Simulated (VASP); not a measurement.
Wanted: the native input for a VASP 6.6.1 run.

| Property | Result |
| --- | --- |
| Task | single point |
| Functional | PBE |
| Potentials or basis | VASP PAW PBE potentials, release 64 (Cs_sv) |
| Cutoff | 520 eV |
| k mesh | 12 × 12 × 12 |
| Occupations | gaussian, width 0.15 eV |
| Spin | no spin polarisation |
| Dipole correction | no |
| Further INCAR settings | ALGO = Fast; EDIFF = 1e-06; NBANDS = 10 |

The structure of Cs lies in POSCAR:

```
Cs
1.0
   -2.9016000000      2.9016000000      2.9016000000
    2.9016000000     -2.9016000000      2.9016000000
    2.9016000000      2.9016000000     -2.9016000000
Cs
1
Direct
    0.0000000000      0.0000000000      0.0000000000
```

This cell differs from its parent crystal: strain -0.040 along x and y, -0.040 along z.

These files were run (other wordings do the same):

INCAR

```
SYSTEM = Cs
  ALGO = Fast
  EDIFF = 1E-6
  ENCUT = 520
  GGA = PE
  ISIF = 2
  ISMEAR = 0
  LASPH = .True.
  LCHARG = .False.
  LREAL = .False.
  LWAVE = .False.
  NBANDS = 10
  NELM = 80
  PREC = Accurate
  SIGMA = 0.15
```

KPOINTS

```
k-points
0
Gamma
  12 12 12
  0 0 0
```

Potentials or basis: VASP PAW PBE potentials, release 64 (Cs_sv).

Run with:

```console
$ cat potpaw_PBE.64/Cs_sv/POTCAR > POTCAR
$ mpirun -np 1 vasp_std > vasp.out
```

It gave:

```json
{"Pressure": "0.5 GPa"}
```

Caveat: the cell differs from its parent crystal (strain -0.040 along x and y, -0.040 along z).

Run time: 69 s on 1 thread of AMD EPYC 7R43 64-Core Processor (Zen 3), on a shared host, peak memory 0.22 GiB.
